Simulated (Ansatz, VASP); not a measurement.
## Two plane-wave programs on Cu

INCAR

```
SYSTEM = Cu
PREC = Accurate ; ENCUT = 520
EDIFF = 1E-6 ; ISMEAR = 0
SIGMA = 0.15 ; LREAL = .False.
LASPH = .True. ; NELM = 60
ALGO = Normal ; ISIF = 2
LWAVE = .False. ; LCHARG = .False.
GGA = PS ; NBANDS = 12
```

The input KPOINTS:

```
Automatic mesh
0
Gamma
  24 24 24
  0 0 0
```

POSCAR

```
Cu
1.0
   -1.3706536540      1.3706536540      1.4104834862
    1.3706536540     -1.3706536540      1.4104834862
    1.3706536540      1.3706536540     -1.4104834862
Cu
1
Direct
    0.0000000000      0.0000000000      0.0000000000
```

Input for Ansatz:

```yaml
crystal:
  lattice:
    - [-1.370653654, 1.370653654, 1.4104834862]
    - [1.370653654, -1.370653654, 1.4104834862]
    - [1.370653654, 1.370653654, -1.4104834862]
  atoms:
    - { symbol: Cu, position: [0.0, 0.0, 0.0] }
basis:
  ecutwfc: 420
kpoints:
  mp_grid: { grid: [24, 24, 24] }
hamiltonian:
  xc: pbesol
scf:
  occupations: { method: gaussian, width: 0.15 }
output:
  forces: true
  stress: true
  eigenvalues: true
  write_density: true
  write_potential: true
  elf: true
  volumetric_format: npy
```

Change from the starting cell: strain -0.050 along x and y, +0.025 along z, atoms carried along.

Alike in both runs: task single point; functional PBEsol; k mesh 24 × 24 × 24; occupations gaussian, width 0.15 eV; no spin polarisation.

|  | VASP | Ansatz |
| --- | --- | --- |
| version | VASP 6.6.1 | Ansatz 0.2.0 |
| potentials or method | VASP PAW PBE potentials, release 64 (Cu), cutoff 520 eV | scalar-relativistic, plane waves, PAW |
| valence electrons in the cell | 11 | 19 |

Ansatz gave:

| Item | Value |
| --- | --- |
| gap on the k mesh at the Fermi level (eV) | none |
| pressure (GPa) | 13.6 |
| traceless stress, the component that is largest in VASP (GPa) | 0.23 |

Task: Estimate VASP's values.

Result: gap on the k mesh at the Fermi level (eV): none; pressure (GPa): 14.3; traceless stress, the component that is largest in VASP (GPa): 0.22.

VASP's potentials were made for PBE, not for PBEsol. A gap of «none» marks a metal or a gap that the smearing closes. VASP's potentials hold 11 valence electrons a cell and Ansatz's 19, so a difference there can come from the potentials and not from the codes.
